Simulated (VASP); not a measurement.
BeAl2H2C:

```
CELL_PARAMETERS angstrom
3.27711 0.00000 0.00000
0.00000 3.27711 0.00000
0.00000 0.00000 4.85069
ATOMIC_POSITIONS crystal
Be 0.00000 0.00000 0.00000
Al 0.50000 0.50000 0.26390
Al 0.50000 0.50000 0.73610
H 0.00000 0.50000 0.00000
H 0.50000 0.00000 0.00000
C 0.00000 0.00000 0.50000
```

The cell was built from a structure type or drawn by symmetry, and may not be a known phase.

```yaml
Program: VASP 6.6.1
Task: relaxation of cell and atoms
Functional: PBE
Potentials_or_basis: VASP PAW PBE potentials, release 64 (Be, Al, H, C)
Cutoff: 600 eV
k_mesh: 12 × 12 × 8
Occupations: gaussian, width 0.1 eV
Spin: no spin polarisation
```

At the start: pressure -0.4 GPa; volume 8.68 Å³/atom.

Where does the relaxation end?

Over 29 steps the energy falls by 166.7 meV/atom and the volume is 9.00 Å³/atom (+3.7 %); space group P4/mmm (No. 123, to 0.1 Å) before and after.

Step by step:
```tsv
step	energy change (eV)	largest force (eV/Å)	pressure (GPa)	volume (Å³)
1	0.0000	0.0800	-0.38	52.09
2	-0.0308	0.1974	-0.53	51.93
3	-0.0954	0.7578	-0.06	51.37
4	-0.2282	1.8133	2.55	49.93
5	-0.1897	2.3138	14.80	45.92
6	-0.2944	2.0460	5.05	48.91
7	-0.3018	2.2086	6.54	48.34
8	-0.3186	2.3640	9.89	47.18
9	-0.2873	2.3737	12.06	46.56
10	-0.3145	2.3689	10.52	46.99
11	-0.3207	2.3590	10.54	46.99
12	-0.3359	2.3271	10.66	46.99
13	-0.3481	2.2511	11.06	46.98
14	-0.3656	2.2246	10.82	47.06
15	-0.4164	2.1392	10.11	47.31
16	-0.5109	1.9625	8.77	47.81
17	-0.6721	1.6397	6.31	48.81
18	-0.8894	0.9344	2.33	50.85
19	-0.8672	1.0844	-2.01	55.11
20	-0.9601	0.1076	-0.18	52.74
21	-0.9601	0.0460	-0.31	52.86
22	-0.9681	0.0472	-0.28	52.92
23	-0.9860	0.0365	-0.13	53.09
24	-0.9984	0.0254	0.48	53.40
25	-0.9990	0.0334	0.65	53.47
26	-0.9990	0.0349	0.68	53.48
27	-1.0000	0.0245	0.21	53.80
28	-1.0002	0.0176	-0.07	54.00
29	-1.0003	0.0018	-0.03	54.01
```

Final structure:
```
Be Al H C
1.0
     2.85246    0.00000    0.00000
     0.00000    2.85246    0.00000
     0.00000    0.00000    6.63753
Be Al H C
1 2 2 1
Direct
  0.00000 0.00000 0.00000
  0.50000 0.50000 0.31769
  0.50000 0.50000 0.68231
  0.00000 0.50000 0.00000
  0.50000 0.00000 0.00000
  0.00000 0.00000 0.50000
```

Caveat: a cell axis changed by over 15 % at a fixed basis, so the end point is rough.
